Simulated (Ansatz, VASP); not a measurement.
## Two plane-wave programs on Zr

The input INCAR:

```
SYSTEM = Zr
PREC = Accurate
ENCUT = 520
EDIFF = 1E-6
ISMEAR = -1
SIGMA = 0.2
LREAL = .False.
LASPH = .True.
NELM = 60
ALGO = Normal
ISIF = 2
LWAVE = .False.
LCHARG = .True.
GGA = PE
LELF = .True.
LVHAR = .True.
NBANDS = 19
```

File KPOINTS:

```
Automatic mesh
0
Gamma
  11 11 6
  0 0 0
```

POSCAR

```
Zr
1.0
    3.2318821451      0.0000000000      0.0000000000
   -1.6159410725      2.7988920397      0.0000000000
    0.0000000000      0.0000000000      5.1741041053
Zr
2
Direct
    0.3333333333      0.6666666667      0.2500000000
    0.6666666667      0.3333333333      0.7500000000
```

Input for Ansatz:

```yaml
crystal:
  lattice:
    - [3.2318821451, 0.0, 0.0]
    - [-1.6159410725, 2.7988920397, 0.0]
    - [0.0, 0.0, 5.1741041053]
  atoms:
    - { symbol: Zr, position: [0.3333333333, 0.6666666667, 0.25] }
    - { symbol: Zr, position: [0.6666666667, 0.3333333333, 0.75] }
hamiltonian:
  xc: pbe
  pseudopotentials:
    kind: paw
    azcp:
      Zr: "pseudopotentials/Zr.paw.azcp"
basis:
  ecutwfc: 420
  fft_grid_basis: typed
kpoints:
  mp_grid: { grid: [11, 11, 6], shift: [0, 0, 0] }
magnetization:
  spin_polarized: false
scf:
  occupations: { method: fermi_dirac, width: 0.2 }
  lower_state_search: "off"
output:
  stress: true
  write_density: true
  write_potential: true
  elf: true
  volumetric_format: npy
```

Alike in both runs: task single point; functional PBE; k mesh 11 × 11 × 6; occupations fermi-dirac, width 0.2 eV; no spin polarisation.

|  | VASP | Ansatz |
| --- | --- | --- |
| version | VASP 6.6.1 | Ansatz 0.2.0 |
| potentials or method | VASP PAW PBE potentials, release 64 (Zr_sv), cutoff 520 eV | plane waves (420 eV) with PAW, scalar-relativistic |
| valence electrons in the cell | 24 | 24 |

VASP gave:

| Item | Value |
| --- | --- |
| pressure (GPa) | 0.5 |
| traceless stress, the component that is largest in VASP (GPa) | 0.47 |

Task: Which values does Ansatz return?

Result: Pressure (GPa): 0.4; traceless stress, the component that is largest in VASP (GPa): 0.48.
